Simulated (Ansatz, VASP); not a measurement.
Two plane-wave programs on C

The input INCAR:

```
SYSTEM = C
PREC = Accurate ; ENCUT = 520
EDIFF = 1E-6 ; ISMEAR = 0
SIGMA = 0.15 ; LREAL = .False.
LASPH = .True. ; NELM = 100
ALGO = Normal ; ISIF = 2
LWAVE = .False. ; LCHARG = .False.
GGA = PS ; NBANDS = 11
```

KPOINTS

```
regular mesh
0
Gamma
  24 24 6
  0 0 0
```

The input POSCAR:

```
C
1.0
    2.4561701622      0.0000000000      0.0000000000
   -1.2280850811      2.3132275102      0.0000000000
    0.0000000000      0.0000000000      8.5238033600
C
2
Direct
    0.3333333333      0.6666666667      0.0000000000
    0.6666666667      0.3333333333      0.0000000000
```

Input for Ansatz:

```yaml
crystal:
  lattice:
    - [2.4561701622, 0.0, 0.0]
    - [-1.2280850811, 2.3132275102, 0.0]
    - [0.0, 0.0, 8.52380336]
  atoms:
    - { symbol: C, position: [0.3333333333, 0.6666666667, 0.0] }
    - { symbol: C, position: [0.6666666667, 0.3333333333, 0.0] }
basis:
  ecutwfc: 420
kpoints:
  mp_grid: { grid: [24, 24, 6] }
hamiltonian:
  xc: pbesol
scf:
  occupations: { method: gaussian, width: 0.15 }
output:
  forces: true
  stress: true
  eigenvalues: true
```

Change from the starting cell: strain +0.0875 x Voigt [0, 1, 0, 0, 0, 0], atoms carried along.

Alike in both runs: task single point; functional PBEsol; k mesh 24 × 24 × 6; occupations gaussian, width 0.15 eV; no spin polarisation.

|  | VASP | Ansatz |
| --- | --- | --- |
| version | VASP 6.6.1 | Ansatz 0.2.0 |
| potentials or method | VASP PAW PBE potentials, release 64 (C), cutoff 520 eV | scalar-relativistic, plane waves, PAW |
| valence electrons in the cell | 8 | 8 |

```tsv
	VASP	Ansatz	Ansatz less VASP
gap on the k mesh at the Fermi level (eV)	0.54	0.54	+0.001
least direct gap on the mesh (eV)	0.54	0.54	+0.001
rms of the force components (eV/Å)	0.052	0.037	-0.0153
```

VASP's potentials were made for PBE, not for PBEsol. Atom by atom the forces differ by 0.015 eV/Å (rms over components).
